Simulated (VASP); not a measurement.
# NaCl (Fm-3m) in VASP: vibrations by perturbation theory with PBE

Aim: the vibrations by perturbation theory of NaCl with PBE.

Program: VASP 6.6.1. These are calculated values, not measurements. Logs are shortened: lines on timing, memory, paths and dates and some standing lists are left out, and cuts for length are marked.

**1. The cell of the first run**

Symmetry: Fm-3m, No. 225, cubic system. Conventional cell: a = 5.786 Å, b = 5.786 Å, c = 5.786 Å, α = 90.00°, β = 90.00°, γ = 90.00°. Within 3.8 Å of Na (site symmetry m-3m) lie 6 Cl at 2.89 Å. Cl (site symmetry m-3m) has 6 Na at 2.89 Å within 3.8 Å.

**2. Vibrations by perturbation theory, PBE**

File INCAR:

```
  ALGO = Normal
  EDIFF = 1E-8
  ENCUT = 520
  GGA = PE
  IBRION = 8
  ISIF = 2
  ISMEAR = 0
  LASPH = True
  LCHARG = False
  LEPSILON = True
  LREAL = False
  LWAVE = False
  NBANDS = 14
  NELM = 80
  NSW = 1
  PREC = Accurate
  SIGMA = 0.01
```

File KPOINTS:

```
k-points
0
Gamma
  8 8 8
```

File POSCAR:

```
NaCl
1.0
    0.0000000000      2.8930049838      2.8930049838
    2.8930049838      0.0000000000      2.8930049838
    2.8930049838      2.8930049838      0.0000000000
Na Cl
1 1
Direct
    0.0000000000      0.0000000000      0.0000000000
    0.5000000000      0.5000000000      0.5000000000
```

Potentials or basis: VASP PAW PBE potentials, release 64 (Na_pv, Cl).

On the command line:

```bash
$ cat potpaw_PBE.64/Na_pv/POTCAR potpaw_PBE.64/Cl/POTCAR > POTCAR
$ mpirun -np 1 vasp_std > vasp.out
```

OUTCAR:

```text
EDIFF = 1E-8
   ENCUT = 520
   GGA = PE
   IBRION = 8
   ISIF = 2
   ISMEAR = 0
   LASPH = True
   LEPSILON = True
   LREAL = False
   NELM = 80
   NSW = 1
   PREC = Accurate

 ion  position               nearest neighbor table
   1  0.000  0.000  0.000-
   2  0.500  0.500  0.500-

  LATTYP: Found a face centered cubic cell.
 ALAT       =     5.7860099676

  Lattice vectors:

 A1 = (   0.0000000000,   2.8930049838,   2.8930049838)
 A2 = (   2.8930049838,   0.0000000000,   2.8930049838)
 A3 = (   2.8930049838,   2.8930049838,   0.0000000000)

Analysis of symmetry for initial positions (statically):
=====================================================================
 Subroutine PRICEL returns:
 Original cell was already a primitive cell.

 Routine SETGRP: Setting up the symmetry group for a
 face centered cubic supercell.

 Subroutine GETGRP returns: Found 48 space group operations
 (whereof 48 operations were pure point group operations)
 out of a pool of 48 trial point group operations.

The static configuration has the point symmetry O_h .

Analysis of symmetry for dynamics (positions and initial velocities):
=====================================================================
 Subroutine PRICEL returns:
 Original cell was already a primitive cell.

 Routine SETGRP: Setting up the symmetry group for a
 face centered cubic supercell.

 Subroutine GETGRP returns: Found 48 space group operations
 (whereof 48 operations were pure point group operations)
 out of a pool of 48 trial point group operations.

The dynamic configuration has the point symmetry O_h .

 Subroutine INISYM returns: Found 48 space group operations
 (whereof 48 operations are pure point group operations),
 and found     1 'primitive' translations

----------------------------------------------------------------------------------------

                                     Primitive cell

  volume of cell :      48.4259

  direct lattice vectors                    reciprocal lattice vectors
     0.000000000  2.893004984  2.893004984    -0.172830674  0.172830674  0.172830674
     2.893004984  0.000000000  2.893004984     0.172830674 -0.172830674  0.172830674
     2.893004984  2.893004984  0.000000000     0.172830674  0.172830674 -0.172830674

  length of vectors
     4.091326884  4.091326884  4.091326884     0.299351508  0.299351508  0.299351508

  position of ions in fractional coordinates (direct lattice)
     0.000000000  0.000000000  0.000000000
     0.500000000  0.500000000  0.500000000

  ion indices of the primitive-cell ions
   primitive index   ion index
                 1           1
                 2           2

----------------------------------------------------------------------------------------

 KPOINTS: k-points

Automatic generation of k-mesh.
 Grid dimensions read from file:
 generate k-points for:    8    8    8

 Generating k-lattice:

[... 553 lines left out ...]
           0.000000     2.676306     0.000000
           0.000000     0.000000     2.676306
 ------------------------------------------------------

 Free energy of the ion-electron system (eV)
  ---------------------------------------------------
  ---------------------------------------------------
  free energy    TOTEN  =        -0.21997341 eV

  energy without entropy =       -0.21997341

------------------------ aborting loop because EDIFF is reached ----------------------------------------

--------------------------------------- Ionic step        2  -------------------------------------------

------------------------ aborting loop because EDIFF is reached ----------------------------------------

--------------------------------------- Ionic step        3  -------------------------------------------

------------------------ aborting loop because EDIFF is reached ----------------------------------------

 PIEZOELECTRIC TENSOR FIELD DIRECTION 3  (e Angst)
 -----------------------------------------------------------------------------
    -0.00022  0.00000 -0.00000           (  0.00000  0.00000 -0.00000)
     0.00000 -0.00022  0.00000           (  0.00000  0.00000  0.00000)
    -0.00000 -0.00000 -0.00036           ( -0.00000  0.00000  0.00000)

 PIEZOELECTRIC TENSOR FIELD DIRECTION 3  (C/m^2)
 -----------------------------------------------------------------------------
    -0.00007  0.00000 -0.00000
     0.00000 -0.00007  0.00000
    -0.00000 -0.00000 -0.00012

--------------------------------------- Ionic step        4  -------------------------------------------

------------------------ aborting loop because EDIFF is reached ----------------------------------------

[... ionic steps 5 to 6 ...]

--------------------------------------- Ionic step        7  -------------------------------------------

 Free energy of the ion-electron system (eV)
  ---------------------------------------------------
  ---------------------------------------------------
  free energy    TOTEN  =        -0.19573436 eV

  energy without entropy =       -0.19573436

------------------------ aborting loop because EDIFF is reached ----------------------------------------

 INTERNAL STRAIN TENSOR  FOR ION    2  DIRECTION 1   (eV/Angst):
 -----------------------------------------------------------------------------
     0.00176  0.00000  0.00000
    -0.00000  0.00383 -0.00000
     0.00000 -0.00000  0.00383

 MACROSCOPIC STATIC DIELECTRIC TENSOR (including local field effects in DFT)
 ------------------------------------------------------
           2.440336     0.000000    -0.000000
          -0.000000     2.440336     0.000000
          -0.000000    -0.000000     2.440336
 ------------------------------------------------------

 PIEZOELECTRIC TENSOR (including local field effects)  for field in x, y, z        (e  Angst)
          XX          YY          ZZ          XY          YZ          ZX
  --------------------------------------------------------------------------------
  x     0.00000     0.00000     0.00000     0.00000     0.00000     0.00000
  y     0.00000     0.00000     0.00000     0.00000     0.00000     0.00000
  z     0.00000     0.00000     0.00000     0.00000     0.00000     0.00000

 PIEZOELECTRIC TENSOR (including local field effects)  for field in x, y, z        (C/m^2)
          XX          YY          ZZ          XY          YZ          ZX
  --------------------------------------------------------------------------------
  x     0.00000     0.00000     0.00000     0.00000     0.00000     0.00000
  y     0.00000     0.00000     0.00000     0.00000     0.00000     0.00000
  z     0.00000     0.00000     0.00000     0.00000     0.00000     0.00000

 BORN EFFECTIVE CHARGES (including local field effects) (in |e|, cummulative output)
 ---------------------------------------------------------------------------------
 ion    1
    1     1.11568     0.00000     0.00000
    2     0.00000     1.11568     0.00000
    3     0.00000     0.00000     1.11568
 ion    2
    1    -1.11568     0.00000     0.00000
    2     0.00000    -1.11568     0.00000
    3     0.00000     0.00000    -1.11568

 INTERNAL STRAIN TENSOR FOR ION    2 for displacements in x,y,z  (eV/Angst):
          X           Y           Z          XY          YZ          ZX
  --------------------------------------------------------------------------------
  x     0.00000     0.00000     0.00000     0.00000     0.00000     0.00000
  y     0.00000     0.00000     0.00000     0.00000     0.00000     0.00000
  z     0.00000     0.00000     0.00000     0.00000     0.00000     0.00000

 SECOND DERIVATIVES (NOT SYMMETRIZED)
 ------------------------------------
               1X          1Y          1Z          2X          2Y          2Z
  1X    -0.860039    0.000000    0.000000    0.860039    0.000000    0.000000
  1Y     0.000000   -0.860039    0.000000    0.000000    0.860039    0.000000
  1Z     0.000000    0.000000   -0.860039    0.000000    0.000000    0.860039
  2X     0.912134    0.000000    0.000000   -0.912134    0.000000    0.000000
  2Y     0.000000    0.912134    0.000000    0.000000   -0.912134    0.000000
  2Z     0.000000    0.000000    0.912134    0.000000    0.000000   -0.912134

 Eigenvectors and eigenvalues of the dynamical matrix
 ----------------------------------------------------

   1 f  =    3.928609 THz    24.684179 2PiTHz  131.044294 cm-1    16.247414 meV
             X         Y         Z           dx          dy          dz
      0.000000  0.000000  0.000000    -0.769720    0.000000    0.000000
      2.893005  2.893005  2.893005     0.638382    0.000000    0.000000
[... 21 lines left out ...]
   6 f/i=    0.056760 THz     0.356630 2PiTHz    1.893293 cm-1     0.234738 meV
             X         Y         Z           dx          dy          dz
      0.000000  0.000000  0.000000     0.000000   -0.255156   -0.585173
      2.893005  2.893005  2.893005     0.000000   -0.307651   -0.705563

--------------------------------------------------------------------------------------------------------

 MACROSCOPIC STATIC DIELECTRIC TENSOR IONIC CONTRIBUTION
 ------------------------------------------------------
           5.246869     0.000000     0.000000
           0.000000     5.246869     0.000000
           0.000000     0.000000     5.246869
 ------------------------------------------------------

 ELASTIC MODULI CONTR FROM IONIC RELAXATION (kBar)
 Direction    XX          YY          ZZ          XY          YZ          ZX
 --------------------------------------------------------------------------------
 XX           0.0000      0.0000      0.0000      0.0000      0.0000      0.0000
 YY           0.0000      0.0000      0.0000      0.0000      0.0000      0.0000
 ZZ           0.0000      0.0000      0.0000      0.0000      0.0000      0.0000
 XY           0.0000      0.0000      0.0000      0.0000      0.0000      0.0000
 YZ           0.0000      0.0000      0.0000      0.0000      0.0000      0.0000
 ZX           0.0000      0.0000      0.0000      0.0000      0.0000      0.0000
 --------------------------------------------------------------------------------

 PIEZOELECTRIC TENSOR IONIC CONTR  for field in x, y, z        (C/m^2)
          XX          YY          ZZ          XY          YZ          ZX
  --------------------------------------------------------------------------------
  x     0.00000     0.00000     0.00000     0.00000     0.00000     0.00000
  y     0.00000     0.00000     0.00000     0.00000     0.00000     0.00000
  z     0.00000     0.00000     0.00000     0.00000     0.00000     0.00000
```

Wall time 5.1 min (1 thread of AMD EPYC 7R13 (Zen 3), shared host); peak memory 0.22 GiB.

What came out:

| Quantity | Value |
| --- | --- |
| Electronic dielectric tensor (diagonal) | 2.44 |
| Born charges (mean of the diagonal) | Na +1.12; Cl -1.12 e |
| Highest phonon frequency at Γ, LO-TO splitting left out | 131 cm⁻¹ |

Phonon frequencies in cm⁻¹ (negative: imaginary):
| q point | frequencies |
| --- | --- |
| (0.000, 0.000, 0.000) | -2 -2 -2 131 131 131 |

Electronic dielectric tensor:
```
2.44 0.00 0.00
0.00 2.44 0.00
0.00 0.00 2.44
```

Born effective charge tensors (e):
atom 1, Na
```
1.12 0.00 0.00
0.00 1.12 0.00
0.00 0.00 1.12
```
atom 2, Cl
```
-1.12  0.00  0.00
 0.00 -1.12  0.00
 0.00  0.00 -1.12
```

Caveat: the cell wasn't relaxed at this level first, which shifts response properties.
